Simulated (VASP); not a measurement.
# BaF2 (Fm-3m) in VASP: a series of runs, part 2 of 2

VASP 6.6.1. Earlier steps stand in the parts before.

### Step 4. Single point, PBE

POSCAR reads:

```
BaF2
1.0
    0.0000000000      3.1230132130      3.1230132130
    3.1230132130      0.0000000000      3.1230132130
    3.1230132130      3.1230132130      0.0000000000
Ba F
1 2
Direct
    0.0000000000      0.0000000000      0.0000000000
    0.2500000000      0.2500000000      0.2500000000
    0.7500000000      0.7500000000      0.7500000000
```

INCAR.step1 reads:

```
  ALGO = Normal
  EDIFF = 1E-6
  ENCUT = 520
  GGA = PE
  GGA_COMPAT = False
  ISIF = 2
  ISMEAR = -1
  LASPH = True
  LCHARG = True
  LORBIT = 11
  LREAL = False
  LWAVE = False
  NBANDS = 19
  NEDOS = 2001
  NELM = 120
  PREC = Accurate
  SIGMA = 0.02
```

KPOINTS.step1 reads:

```
k-points
0
Gamma
  7 7 7
```

INCAR.step2 reads:

```
  ALGO = Normal
  EDIFF = 1E-6
  ENCUT = 520
  GGA = PE
  GGA_COMPAT = False
  ICHARG = 11
  ISIF = 2
  ISMEAR = -5
  LASPH = True
  LCHARG = False
  LORBIT = 10
  LREAL = False
  LWAVE = False
  NEDOS = 2001
  NELM = 120
  PREC = Accurate
  SIGMA = 0.02
```

KPOINTS.step2 reads:

```
k-points
0
Gamma
  11 11 11
```

Potentials or basis: VASP PAW PBE potentials, release 64 (Ba_sv, F).

On the command line:

```console
> cat potpaw_PBE.64/Ba_sv/POTCAR potpaw_PBE.64/F/POTCAR > POTCAR
> cp INCAR.step1 INCAR
> cp KPOINTS.step1 KPOINTS
> mpirun -np 1 vasp_std > vasp.out
> cp INCAR.step2 INCAR
> cp KPOINTS.step2 KPOINTS
> mpirun -np 1 vasp_std > vasp.out
```

OUTCAR:

```text
EDIFF = 1E-6
   ENCUT = 520
   GGA = PE
   ICHARG = 11
   ISIF = 2
   ISMEAR = -5
   LASPH = True
   LORBIT = 10
   LREAL = False
   NELM = 120
   PREC = Accurate

 ion  position               nearest neighbor table
   1  0.000  0.000  0.000-   3 2.70   3 2.70   3 2.70   2 2.70   3 2.70   2 2.70   2 2.70   2 2.70

   2  0.250  0.250  0.250-   1 2.70   1 2.70   1 2.70   1 2.70
   3  0.750  0.750  0.750-   1 2.70   1 2.70   1 2.70   1 2.70

  LATTYP: Found a face centered cubic cell.
 ALAT       =     6.2460264260

[... 655 lines left out ...]
  Total        0.3749386      0.3749386      0.3749386      0.0000000      0.0000000     -0.0000000
  in kB        9.8609611      9.8609611      9.8609611      0.0000000      0.0000000     -0.0000000
  external PRESSURE =       9.8609611 kB  Pullay stress =       0.0000000 kB

 VOLUME and BASIS-vectors are now :
 -----------------------------------------------------------------------------
  energy-cutoff  :      520.00
  volume of cell :       60.92
      direct lattice vectors                 reciprocal lattice vectors
     0.000000000  3.123013213  3.123013213    -0.160101788  0.160101788  0.160101788
     3.123013213  0.000000000  3.123013213     0.160101788 -0.160101788  0.160101788
     3.123013213  3.123013213  0.000000000     0.160101788  0.160101788 -0.160101788

 POSITION                                       TOTAL-FORCE (eV/Angst)
 -----------------------------------------------------------------------------------
      0.00000      0.00000      0.00000        -0.000000     -0.000000      0.000000
      1.56151      1.56151      1.56151        -0.000000     -0.000000     -0.000000
      4.68452      4.68452      4.68452         0.000000      0.000000      0.000000
 -----------------------------------------------------------------------------------
    total drift:                                0.000000      0.000000      0.000000

  FREE ENERGIE OF THE ION-ELECTRON SYSTEM (eV)
  ---------------------------------------------------
  free  energy   TOTEN  =       -17.1244029101 eV

  energy  without entropy=      -17.1244029101  energy(sigma->0) =      -17.12440291

 total charge

# of ion       s       p       d       tot
------------------------------------------
    1        1.997   5.648   0.220   7.865
    2        1.734   4.358   0.000   6.092
    3        1.734   4.358   0.000   6.092
--------------------------------------------------
tot          5.466  14.364   0.220  20.050
```

OUTCAR.step1:

```text
EDIFF = 1E-6
   ENCUT = 520
   GGA = PE
   ISIF = 2
   ISMEAR = -1
   LASPH = True
   LORBIT = 11
   LREAL = False
[... 661 lines left out ...]
    total drift:                                0.000000      0.000000      0.000000

  FREE ENERGIE OF THE ION-ELECTRON SYSTEM (eV)
  ---------------------------------------------------
  free  energy   TOTEN  =       -17.1244200628 eV

  energy  without entropy=      -17.1244200628  energy(sigma->0) =      -17.12442006

 total charge

# of ion       s       p       d       tot
------------------------------------------
    1        1.997   5.648   0.220   7.865
    2        1.734   4.358   0.000   6.092
    3        1.734   4.358   0.000   6.092
--------------------------------------------------
tot          5.466  14.364   0.220  20.050
```

OSZICAR.step1:

```text
N       E                     dE             d eps       ncg     rms          rms(c)
DAV:   1     0.156321561368E+03    0.15632E+03   -0.12959E+04   760   0.118E+03
DAV:   2    -0.107917982767E+02   -0.16711E+03   -0.16094E+03   948   0.266E+02
DAV:   3    -0.187806494504E+02   -0.79889E+01   -0.79575E+01   918   0.596E+01
DAV:   4    -0.189014883854E+02   -0.12084E+00   -0.12066E+00   965   0.689E+00
DAV:   5    -0.189045119520E+02   -0.30236E-02   -0.30234E-02   856   0.805E-01    0.847E+00
DAV:   6    -0.171064357858E+02    0.17981E+01   -0.76675E+00   790   0.210E+01    0.411E+00
DAV:   7    -0.170973117515E+02    0.91240E-02   -0.26736E-01   840   0.397E+00    0.214E+00
DAV:   8    -0.171150685579E+02   -0.17757E-01   -0.63367E-02   788   0.266E+00    0.295E-01
DAV:   9    -0.171213595800E+02   -0.62910E-02   -0.10457E-02   826   0.709E-01    0.138E-01
DAV:  10    -0.171244066733E+02   -0.30471E-02   -0.31386E-03   781   0.364E-01    0.367E-02
DAV:  11    -0.171243944354E+02    0.12238E-04   -0.13108E-04   885   0.897E-02    0.178E-02
DAV:  12    -0.171244196806E+02   -0.25245E-04   -0.39404E-05   787   0.428E-02    0.351E-03
DAV:  13    -0.171244200628E+02   -0.38223E-06   -0.37462E-07   735   0.495E-03
   1 F= -.17124420E+02 E0= -.17124420E+02  d E =-.184618E-10
```

Run time: 1.8 min. Hardware: 1 thread of Oxide Virtual Turin-like, shared host; peak memory 0.18 GiB.

What came out:

* Valence electrons inside the program's atomic spheres: Ba 7.87; F 6.09

### Step 5. Electric field gradients, PBE, non-collinear spin, zero start, spin-orbit coupling

INCAR reads:

```
SYSTEM = BaF2
PREC = Accurate ; ENCUT = 520
EDIFF = 1E-8 ; ISMEAR = -1
SIGMA = 0.02 ; LREAL = .FALSE.
LASPH = .TRUE. ; NELM = 200
ALGO = Normal ; ISIF = 2
LWAVE = .FALSE. ; LCHARG = .FALSE.
MAGMOM = 0 0 0 0 0 0 0 0 0 ; LORBIT = 11
LSORBIT = .TRUE. ; GGA_COMPAT = .FALSE.
LORBMOM = .TRUE. ; GGA = PE
LEFG = .TRUE. ; NBANDS = 37
```

KPOINTS reads:

```
Automatic mesh
0
G
  7 7 7
  0 0 0
```

POSCAR is that of step 4.

Potentials or basis: VASP PAW PBE potentials, release 64 (Ba_sv, F).

On the command line:

```console
> cat potpaw_PBE.64/Ba_sv/POTCAR potpaw_PBE.64/F/POTCAR > POTCAR
> mpirun -np 1 vasp_ncl > vasp.out
```

OUTCAR:

```text
SYSTEM = BaF2
   PREC = Accurate
   ENCUT = 520
   EDIFF = 1E-8
   ISMEAR = -1
   LREAL = .FALSE.
   LASPH = .TRUE.
   NELM = 200
   ISIF = 2
   LORBIT = 11
   LSORBIT = .TRUE.
   GGA = PE

 ion  position               nearest neighbor table
   1  0.000  0.000  0.000-   3 2.70   3 2.70   3 2.70   2 2.70   3 2.70   2 2.70   2 2.70   2 2.70

   2  0.250  0.250  0.250-   1 2.70   1 2.70   1 2.70   1 2.70
   3  0.750  0.750  0.750-   1 2.70   1 2.70   1 2.70   1 2.70

  LATTYP: Found a face centered cubic cell.
 ALAT       =     6.2460264260

  Lattice vectors:

 A1 = (   0.0000000000,   3.1230132130,   3.1230132130)
 A2 = (   3.1230132130,   0.0000000000,   3.1230132130)
 A3 = (   3.1230132130,   3.1230132130,   0.0000000000)

Analysis of symmetry for initial positions (statically):
=====================================================================
 Subroutine PRICEL returns:
 Original cell was already a primitive cell.

 Routine SETGRP: Setting up the symmetry group for a
 face centered cubic supercell.

 Subroutine GETGRP returns: Found 48 space group operations
 (whereof 48 operations were pure point group operations)
 out of a pool of 48 trial point group operations.

The static configuration has the point symmetry O_h .

Analysis of symmetry for dynamics (positions and initial velocities):
=====================================================================
 Subroutine PRICEL returns:
 Original cell was already a primitive cell.

 Routine SETGRP: Setting up the symmetry group for a
 face centered cubic supercell.

 Subroutine GETGRP returns: Found 48 space group operations
 (whereof 48 operations were pure point group operations)
 out of a pool of 48 trial point group operations.

The dynamic configuration has the point symmetry O_h .

Analysis of structural, dynamic, and magnetic symmetry:
=====================================================================
 Subroutine PRICEL returns:
 Original cell was already a primitive cell.

 Routine SETGRP: Setting up the symmetry group for a
[... 1017 lines left out ...]
            0.000  -0.000   0.000

 orbital moment (y)

 # of ion     p       d       tot
 ----------------------------------------
  1         0.000  -0.000  -0.000
  2         0.000   0.000   0.000
  3         0.000   0.000   0.000
 ----------------------------------------
            0.000  -0.000   0.000

 orbital moment (z)

 # of ion     p       d       tot
 ----------------------------------------
  1         0.000   0.000   0.000
  2        -0.000   0.000  -0.000
  3         0.000   0.000   0.000
 ----------------------------------------
            0.000   0.000   0.000

 Spin-Orbit-Coupling matrix elements

 Ion:    1  E_soc:     -0.3816666
 l=   1
     0.0000000    -0.0635112    -0.0635112
    -0.0635112     0.0000000    -0.0635112
    -0.0635112    -0.0635112     0.0000000
 l=   2
     0.0000000    -0.0000293     0.0000000    -0.0000293    -0.0000706
    -0.0000293     0.0000000    -0.0000530    -0.0000293    -0.0000177
     0.0000000    -0.0000530     0.0000000    -0.0000530     0.0000000
    -0.0000293    -0.0000293    -0.0000530     0.0000000    -0.0000177
    -0.0000706    -0.0000177     0.0000000    -0.0000177     0.0000000
 l=   3
     0.0000000     0.0000000     0.0000000     0.0000000     0.0000000     0.0000000     0.0000000
     0.0000000     0.0000000     0.0000000     0.0000000     0.0000000     0.0000000     0.0000000
     0.0000000     0.0000000     0.0000000     0.0000000     0.0000000     0.0000000     0.0000000
     0.0000000     0.0000000     0.0000000     0.0000000     0.0000000     0.0000000     0.0000000
[... 29 lines left out ...]
 l=   2
     0.0000000     0.0000000     0.0000000     0.0000000     0.0000000
     0.0000000     0.0000000     0.0000000     0.0000000     0.0000000
     0.0000000     0.0000000     0.0000000     0.0000000     0.0000000
     0.0000000     0.0000000     0.0000000     0.0000000     0.0000000
     0.0000000     0.0000000     0.0000000     0.0000000     0.0000000
 l=   3
     0.0000000     0.0000000     0.0000000     0.0000000     0.0000000     0.0000000     0.0000000
     0.0000000     0.0000000     0.0000000     0.0000000     0.0000000     0.0000000     0.0000000
     0.0000000     0.0000000     0.0000000     0.0000000     0.0000000     0.0000000     0.0000000
     0.0000000     0.0000000     0.0000000     0.0000000     0.0000000     0.0000000     0.0000000
     0.0000000     0.0000000     0.0000000     0.0000000     0.0000000     0.0000000     0.0000000
     0.0000000     0.0000000     0.0000000     0.0000000     0.0000000     0.0000000     0.0000000
     0.0000000     0.0000000     0.0000000     0.0000000     0.0000000     0.0000000     0.0000000

 total charge

# of ion       s       p       d       tot
------------------------------------------
    1        1.998   5.646   0.220   7.864
    2        1.734   4.358   0.000   6.092
    3        1.734   4.358   0.000   6.092
--------------------------------------------------
tot          5.466  14.362   0.220  20.049

 magnetization (x)

# of ion       s       p       d       tot
------------------------------------------
    1       -0.000   0.000   0.000   0.000
    2        0.000   0.000   0.000   0.000
    3        0.000   0.000   0.000   0.000
--------------------------------------------------
tot          0.000   0.000   0.000   0.000

 magnetization (y)

# of ion       s       p       d       tot
------------------------------------------
    1        0.000  -0.000  -0.000  -0.000
    2        0.000   0.000   0.000   0.000
    3        0.000  -0.000   0.000  -0.000
--------------------------------------------------
tot          0.000  -0.000  -0.000  -0.000

 magnetization (z)

# of ion       s       p       d       tot
------------------------------------------
    1        0.000   0.000   0.000   0.000
    2        0.000   0.000   0.000   0.000
    3        0.000   0.000   0.000   0.000
--------------------------------------------------
tot          0.000   0.000   0.000   0.000
```

It took 4.5 min on 1 thread of Oxide Virtual Turin-like, shared host; peak memory 0.37 GiB.

Results:

| Quantity | Value |
| --- | --- |
| Free energy | -17.3155 eV |
| Pressure | 1.0 GPa |
| Net moment | 0.00 μB per cell |
| Largest electric field gradient by atom | under 0.05 V/Å² on every atom |
| Valence electrons inside the program's atomic spheres | Ba 7.86; F 6.09 |

Moments on the atoms (μB; x, y, z):
```
Ba  0.00 0.00 0.00
F   0.00 0.00 0.00
F   0.00 0.00 0.00
```

### Step 6. Overview

| task | spin | k mesh for the DOS | occupations for the DOS | pressure (GPa) |
| --- | --- | --- | --- | --- |
| electric field gradients | off | - | - | 1.0 |
| single point | off | 11 × 11 × 11 | tetrahedron | - |
| electric field gradients | non-collinear, zero start, SOC | - | - | 1.0 |

Alike in all rows: level PBE; potentials or basis VASP PAW PBE potentials, release 64 (Ba_sv, F); cell as given; k mesh 7 × 7 × 7; cutoff (eV) 520; smearing fermi-dirac 0.02 eV.

Total energies depend on the potentials used, so only differences within one code and one set of settings carry meaning.
